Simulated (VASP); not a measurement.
ScAlH6, 8 atoms in the cell. The typed cell holds 8 atoms: a = 5.062 Å, b = 3.865 Å, c = 3.865 Å, α = 81.83°, β = 77.47°, γ = 49.09°. 

| Property | Result |
| --- | --- |
| Program | VASP 6.6.1 |
| Task | single point |
| Functional | PBEsol |
| Potentials or basis | VASP PAW PBE potentials, release 64 (Sc_sv, Al, H) |
| Cutoff | 520 eV |
| k mesh | 6 × 6 × 6 |
| Occupations | fermi-dirac, width 0.03 eV |
| Spin | no spin polarisation |
| Dipole correction | no |
| Further INCAR settings | ALGO = Normal; EDIFF = 1e-06; NBANDS = 20 |

Potentials or basis: VASP PAW PBE potentials, release 64 (Sc_sv, Al, H).

Launch:

```console
$ cat potpaw_PBE.64/Sc_sv/POTCAR potpaw_PBE.64/Al/POTCAR potpaw_PBE.64/H/POTCAR > POTCAR
$ mpirun -np 1 vasp_std > vasp.out
```

Hardware: 1 thread of Intel(R) Xeon(R) Platinum 8488C (Sapphire Rapids) (shared host).

Task: Estimate the wall time of this run.

Result: Wall time 100 s on 1 thread of Intel(R) Xeon(R) Platinum 8488C (Sapphire Rapids) (shared host), peak memory 0.25 GiB. Counts: scf iterations 14, k points 112.
